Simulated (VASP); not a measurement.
# AlCo (Cm) in VASP: single point with PBEsol

Aim: the single point of AlCo with PBEsol.

Program: VASP 6.6.1. These are calculated values, not measurements. Logs are shortened: lines on timing, memory, paths and dates and some standing lists are left out, and cuts for length are marked.

## 1. The cell of the first run

It takes space group Cm (No. 8, monoclinic). The conventional cell has a = 3.987 Å, b = 3.987 Å, c = 2.819 Å, α = 90.00°, β = 90.00°, γ = 90.00°. Al (site symmetry m) has 8 Co at 2.25 to 2.64 Å and 6 Al at 2.82 Å within 3.0 Å. Within 3.0 Å of Co (site symmetry m) lie 8 Al at 2.25 to 2.64 Å and 6 Co at 2.82 Å.

## 2. Single point, PBEsol (atom 2 (Co) moved by (-0.100, -0.200) A along [1 1 0] and z)

INCAR reads:

```
PREC     = Accurate       # precision mode
ENCUT    = 520            # plane-wave cutoff, eV
EDIFF    = 1E-7           # SCF threshold, eV
ISMEAR   = 0              # smearing method
SIGMA    = 0.15           # smearing width, eV
LREAL    = F              # projectors in reciprocal space
LASPH    = T              # aspherical terms in the spheres
NELM     = 80             # most SCF steps
ALGO     = Fast           # electronic algorithm
ISIF     = 2              # what is computed and relaxed
LWAVE    = F              # write WAVECAR
LCHARG   = F              # write CHGCAR
GGA      = PS             # functional
NBANDS   = 13             # bands
```

KPOINTS reads:

```
regular mesh
0
Gamma
  16 16 16
```

POSCAR reads:

```
AlCo
1.0
    2.8194032100      0.0000000000      0.0000000000
    0.0000000000      2.8194032100      0.0000000000
    0.0000000000      0.0000000000      2.8194032100
Al Co
1 1
Direct
    0.0000000000      0.0000000000      0.0000000000
    0.4749199838      0.4749199838      0.4290630020
```

Potentials or basis: VASP PAW PBE potentials, release 64 (Al, Co).

Command:

```sh
$ cat potpaw_PBE.64/Al/POTCAR potpaw_PBE.64/Co/POTCAR > POTCAR
$ mpirun -np 1 vasp_std > vasp.out
```

OUTCAR:

```text
PREC = Accurate
   ENCUT = 520
   EDIFF = 1E-7
   ISMEAR = 0
   LREAL = F
   LASPH = T
   NELM = 80
   ISIF = 2
   GGA = PS

 ion  position               nearest neighbor table
   1  0.000  0.000  0.000-   2 2.25   2 2.33   2 2.33   2 2.42   2 2.49   2 2.56   2 2.56   2 2.64

   2  0.475  0.475  0.429-   1 2.25   1 2.33   1 2.33   1 2.42   1 2.49   1 2.56   1 2.56   1 2.64

  LATTYP: Found a simple cubic cell.
 ALAT       =     2.8194032100

  Lattice vectors:

 A1 = (   2.8194032100,   0.0000000000,   0.0000000000)
 A2 = (   0.0000000000,   2.8194032100,   0.0000000000)
 A3 = (   0.0000000000,   0.0000000000,   2.8194032100)

Analysis of symmetry for initial positions (statically):
=====================================================================
 Subroutine PRICEL returns:
 Original cell was already a primitive cell.

 Routine SETGRP: Setting up the symmetry group for a
 simple cubic supercell.

 Subroutine GETGRP returns: Found  2 space group operations
 (whereof  2 operations were pure point group operations)
 out of a pool of 48 trial point group operations.

The static configuration has the point symmetry C_1h.

Analysis of symmetry for dynamics (positions and initial velocities):
=====================================================================
 Subroutine PRICEL returns:
 Original cell was already a primitive cell.

 Routine SETGRP: Setting up the symmetry group for a
 simple cubic supercell.

 Subroutine GETGRP returns: Found  2 space group operations
 (whereof  2 operations were pure point group operations)
 out of a pool of 48 trial point group operations.

The dynamic configuration has the point symmetry C_1h.

 Subroutine INISYM returns: Found  2 space group operations
 (whereof  2 operations are pure point group operations),
 and found     1 'primitive' translations

----------------------------------------------------------------------------------------

                                     Primitive cell

  volume of cell :      22.4115

  direct lattice vectors                    reciprocal lattice vectors
     2.819403210  0.000000000  0.000000000     0.354684990  0.000000000  0.000000000
     0.000000000  2.819403210  0.000000000     0.000000000  0.354684990  0.000000000
     0.000000000  0.000000000  2.819403210     0.000000000  0.000000000  0.354684990

  length of vectors
     2.819403210  2.819403210  2.819403210     0.354684990  0.354684990  0.354684990

  position of ions in fractional coordinates (direct lattice)
     0.000000000  0.000000000  0.000000000
     0.474919984  0.474919984  0.429063002

  ion indices of the primitive-cell ions
   primitive index   ion index
                 1           1
                 2           2

----------------------------------------------------------------------------------------

 KPOINTS: regular mesh

Automatic generation of k-mesh.
 Grid dimensions read from file:
 generate k-points for:   16   16   16

 Generating k-lattice:

  Cartesian coordinates                     Fractional coordinates (reciprocal lattice)
     0.022167812  0.000000000  0.000000000     0.062500000  0.000000000  0.000000000
     0.000000000  0.022167812  0.000000000     0.000000000  0.062500000  0.000000000
     0.000000000  0.000000000  0.022167812     0.000000000  0.000000000  0.062500000

  Length of vectors
     0.022167812  0.022167812  0.022167812

  Shift w.r.t. Gamma in fractional coordinates (k-lattice)
     0.000000000  0.000000000  0.000000000

 Subroutine IBZKPT returns following result:
 ===========================================

 Found   1098 irreducible k-points:

 Following reciprocal coordinates:
            Coordinates               Weight
  0.000000  0.000000  0.000000      1.000000
  0.062500  0.000000  0.000000      4.000000
  0.000000  0.000000  0.062500      2.000000
  0.125000  0.000000  0.000000      4.000000
  0.000000  0.000000  0.125000      2.000000
  0.187500  0.000000  0.000000      4.000000
[... 16 lines left out ...]
  0.000000  0.125000  0.062500      4.000000
  0.062500  0.000000  0.125000      4.000000
 [... further k-points ...]
   k-points           NKPTS =   1098   k-points in BZ     NKDIM =   1098   number of bands    NBANDS=     13
   number of dos      NEDOS =    301   number of ions     NIONS =      2
   total plane-waves  NPLWV =  13824
   dimension x,y,z NGX =    24 NGY =   24 NGZ =   24
   dimension x,y,z NGXF=    48 NGYF=   48 NGZF=   48
   ions per type =               1   1
   NGX,Y,Z   is equivalent  to a cutoff of  14.15, 14.15, 14.15 a.u.
   NGXF,Y,Z  is equivalent  to a cutoff of  28.30, 28.30, 28.30 a.u.
 SYSTEM =  unknown system
   PREC   = accura    normal or accurate (medium, high low for compatibility)
   ISTART =      0    job   : 0-new  1-cont  2-samecut
   ICHARG =      2    charge: 1-file 2-atom 10-const
   ISPIN  =      1    spin polarized calculation?
   LNONCOLLINEAR =      F non collinear calculations
   LSORBIT =      F    spin-orbit coupling
   LASPH  =      T    aspherical Exc in radial PAW
   ENCUT  =  520.0 eV  38.22 Ry    6.18 a.u.   5.24  5.24  5.24*2*pi/ulx,y,z
   NELM   =     80;   NELMIN=  2; NELMDL= -5     # of ELM steps
   EDIFF  = 0.1E-06   stopping-criterion for ELM
   LREAL  =      F    real-space projection
   EDIFFG = 0.1E-05   stopping-criterion for IOM
   NSW    =      0    number of steps for IOM
   IBRION =     -1    ionic relax: 0-MD 1-quasi-New 2-CG
   NFREE  =      0    steps in history (QN), initial steepest desc. (CG)
   ISIF   =      2    stress and relaxation
   ISYM   =      2    0-nonsym 1-usesym 2-fastsym
   POTIM  = 0.5000    time-step for ionic-motion
   TEBEG  =    0.0;   TEEND  =   0.0 temperature during run
   PSTRESS=    0.0 pullay stress
   NELECT =      12.0000    total number of electrons
   NUPDOWN=      -1.0000    fix difference up-down
   EMIN   =  10.00;   EMAX   =-10.00  energy-range for DOS
   EFERMI =   0.00;   METHOD = LEGACY
   ISMEAR =     0;   SIGMA  =   0.15  broadening in eV -4-tet -1-fermi 0-gaus
   EFERMI_NEDOS =   21; number of points for ismear=-14 and -15
   IALGO  =     68    algorithm
   IMIX   =      4    mixing-type and parameters
     AMIX     =   0.40;   BMIX     =  1.00
     AMIX_MAG =   1.60;   BMIX_MAG =  1.00
  volume/ion in A,a.u.               =      11.21        75.62
  Fermi-wavevector in a.u.,A,eV,Ry     =   1.329366  2.512138 24.044423  1.767215
  Thomas-Fermi vector in A             =   2.458534
   LORBIT       =      0    0 simple, 1 ext, 2 COOP (PROOUT), +10 PAW based schemes
   GGA     = PS    functional components
   LHFCALC =     F    Hartree Fock is set to
   AEXX    =    0.0000 exact exchange contribution
   IVDW    =     0    specifies the selected vdW correction
   LEPSILON=     F    determine dielectric tensor
   LRPA    =     F    only Hartree local field effects (RPA)
 non-spin polarized calculation
 RMM-DIIS sequential band-by-band and
 Gauss-broadening in eV      SIGMA  =   0.15
  energy-cutoff  :      520.00
  volume of cell :       22.41
 maximum number of plane-waves:       624
 NGX is ok and might be reduce to    24
   NGX = 11   NGY = 11   NGZ = 11

 number of electron      12.0000000 magnetization

 Free energy of the ion-electron system (eV)
  ---------------------------------------------------
  ext. energy  EPLUGINS =         0.00000000
  ---------------------------------------------------
  free energy    TOTEN  =       -12.88007684 eV

  energy without entropy =      -12.87094188  energy(sigma->0) =      -12.87550936

 E-fermi :  10.8517     XC(G=0): -12.5297

 val. band max:       10.8505606126   @ k =  -0.4375   0.5000   0.1875
 cond. band min:      10.8521472032   @ k =   0.5000   0.4375   0.1875
 fundamental gap:      0.0015865907
 Fermi energy:        10.8516955718

 k-point     1 :       0.0000    0.0000    0.0000
  band No.  band energies     occupation
      1      -0.3930      2.00000
      2       7.6740      2.00000
      3       7.7238      2.00000
      4       9.9356      2.00000
      5      10.0113      2.00000
      6      10.0154      2.00000
      7      16.9636      0.00000
      8      17.0155      0.00000
      9      17.1158      0.00000
     10      19.8569      0.00000
     11      19.9017      0.00000
     12      26.2375      0.00000
     13      32.3075      0.00000

 k-point     2 :       0.0625    0.0000    0.0000
  band No.  band energies     occupation
      1      -0.3170      2.00000
      2       7.6737      2.00000
      3       7.7407      2.00000
      4       9.8970      2.00000
      5       9.9713      2.00000
      6      10.0143      2.00000
      7      16.2230      0.00000
      8      17.0958      0.00000
      9      17.2562      0.00000
     10      19.8801      0.00000
     11      20.5349      0.00000
     12      26.4727      0.00000
     13      31.7234      0.00000

 k-point     3 :       0.0000    0.0000    0.0625
  band No.  band energies     occupation
      1      -0.3173      2.00000
      2       7.6950      2.00000
      3       7.7182      2.00000
      4       9.9210      2.00000
      5       9.9694      2.00000
      6       9.9932      2.00000
      7      16.2572      0.00000
      8      17.1209      0.00000
      9      17.1819      0.00000
     10      19.8464      0.00000
     11      20.5957      0.00000
     12      26.4619      0.00000
     13      31.6601      0.00000

 k-point     4 :       0.1250    0.0000    0.0000
  band No.  band energies     occupation
      1      -0.0902      2.00000
      2       7.6491      2.00000
      3       7.7966      2.00000
      4       9.7854      2.00000
      5       9.8556      2.00000
      6      10.0230      2.00000
      7      14.8891      0.00000
      8      17.4074      0.00000
      9      17.5601      0.00000
     10      19.8477      0.00000
     11      21.6543      0.00000
     12      27.1909      0.00000
     13      30.3495      0.00000

 k-point     5 :       0.0000    0.0000    0.1250
  band No.  band energies     occupation
      1      -0.0914      2.00000
      2       7.6853      2.00000
      3       7.7554      2.00000
      4       9.8301      2.00000
      5       9.8544      2.00000
      6       9.9831      2.00000
      7      14.9199      0.00000
      8      17.4272      0.00000
      9      17.4817      0.00000
     10      19.8155      0.00000
     11      21.7588      0.00000
     12      27.1606      0.00000
     13      30.3503      0.00000
[... 257 lines left out ...]
 k-point    22 :       0.1250    0.0625    0.0000
  band No.  band energies     occupation
      1      -0.0150      2.00000
      2       7.6659      2.00000
      3       7.8026      2.00000
      4       9.7373      2.00000
      5       9.8537      2.00000
      6       9.9867      2.00000
      7      14.9595      0.00000
      8      16.6202      0.00000
      9      17.7249      0.00000
     10      20.2839      0.00000
     11      21.9636      0.00000
     12      27.3358      0.00000
     13      29.5623      0.00000

 k-point    23 :       0.0000    0.1250    0.0625
  band No.  band energies     occupation
      1      -0.0152      2.00000
      2       7.6708      2.00000
      3       7.7967      2.00000
      4       9.7711      2.00000
      5       9.8174      2.00000
      6       9.9897      2.00000
      7      14.9492      0.00000
      8      16.7284      0.00000
      9      17.5837      0.00000
     10      20.3449      0.00000
     11      21.9572      0.00000
     12      27.2724      0.00000
     13      29.6092      0.00000

 k-point    24 :       0.0625    0.0000    0.1250
  band No.  band energies     occupation
      1      -0.0161      2.00000
      2       7.7053      2.00000
      3       7.7584      2.00000
      4       9.7873      2.00000
      5       9.8394      2.00000
      6       9.9543      2.00000
      7      14.9779      0.00000
      8      16.6951      0.00000
      9      17.5760      0.00000
     10      20.3103      0.00000
     11      22.0381      0.00000
     12      27.2533      0.00000
     13      29.5655      0.00000

 [... further k-points ...]

------------------------ aborting loop because EDIFF is reached ----------------------------------------

  FORCE on cell =-STRESS in cart. coord.  units (eV):
  Direction    XX          YY          ZZ          XY          YZ          ZX
  --------------------------------------------------------------------------------------
  -------------------------------------------------------------------------------------
  Total        0.7859117      0.7859117      0.4402501      0.1482651      0.3727872      0.3727871
  in kB       56.1840170     56.1840170     31.4730264     10.5993211     26.6501678     26.6501617
  external PRESSURE =      47.9470201 kB  Pullay stress =       0.0000000 kB

 VOLUME and BASIS-vectors are now :
 -----------------------------------------------------------------------------
  energy-cutoff  :      520.00
  volume of cell :       22.41
      direct lattice vectors                 reciprocal lattice vectors
     2.819403210  0.000000000  0.000000000     0.354684990  0.000000000  0.000000000
     0.000000000  2.819403210  0.000000000     0.000000000  0.354684990  0.000000000
     0.000000000  0.000000000  2.819403210     0.000000000  0.000000000  0.354684990

 POSITION                                       TOTAL-FORCE (eV/Angst)
 -----------------------------------------------------------------------------------
      0.00000      0.00000      0.00000        -0.647418     -0.647418     -1.646959
      1.33899      1.33899      1.20970         0.647418      0.647418      1.646959
 -----------------------------------------------------------------------------------
    total drift:                               -0.000167     -0.000167     -0.000310

  FREE ENERGIE OF THE ION-ELECTRON SYSTEM (eV)
  ---------------------------------------------------
  free  energy   TOTEN  =       -12.8800768354 eV

  energy  without entropy=      -12.8709418814  energy(sigma->0) =      -12.87550936
```

Wall time 4.3 min (1 thread of Intel Xeon Platinum 8259CL at 2.50GHz (Skylake/Cascade Lake), shared host); peak memory 0.44 GiB.

Results:

```yaml
Free_energy: -12.8801 eV
Pressure: 4.8 GPa
Largest_force: 1.884 eV/Å
Band_gap_on_the_k_mesh: zero (band 6 reaches 13.15 eV, above the bottom of band 7 at 10.58 eV)
```

Forces in eV/Å, atoms in the order of the input:
```
Al  -0.647 -0.647 -1.647
Co   0.647  0.647  1.647
```

Stress tensor (GPa, compression positive):
```
5.62 1.06 2.67
1.06 5.62 2.67
2.67 2.67 3.15
```

Levels at points of the mesh, in eV from the Fermi level:
| k point | band 3 | band 4 | band 5 | band 6 | band 7 | band 8 | band 9 | band 10 |
| --- | --- | --- | --- | --- | --- | --- | --- | --- |
| (0.00, 0.00, 0.00) | -3.13 | -0.92 | -0.84 | -0.84 | 6.11 | 6.16 | 6.26 | 9.01 |
| (0.50, 0.00, 0.00) | -2.54 | -1.82 | -1.75 | -0.74 | 0.17 | 8.59 | 10.85 | 11.01 |
| (0.00, 0.00, 0.50) | -2.58 | -1.76 | -1.75 | -0.78 | 0.22 | 8.62 | 10.71 | 10.72 |
| (0.50, 0.50, 0.00) | -2.78 | -2.71 | -1.46 | -1.44 | -0.27 | 2.48 | 3.65 | 13.39 |
| (0.00, 0.50, 0.50) | -2.72 | -2.49 | -1.60 | -1.53 | -0.26 | 2.53 | 3.66 | 13.26 |
| (0.50, 0.50, 0.50) | -4.04 | -0.23 | -0.21 | 2.29 | 2.30 | 2.46 | 4.06 | 5.63 |

Caveat: the cell differs from its parent crystal (atom 2 (Co) moved by (-0.100, -0.200) A along [1 1 0] and z); the PAW data sets were made with another functional, which shifts forces and pressure a little.
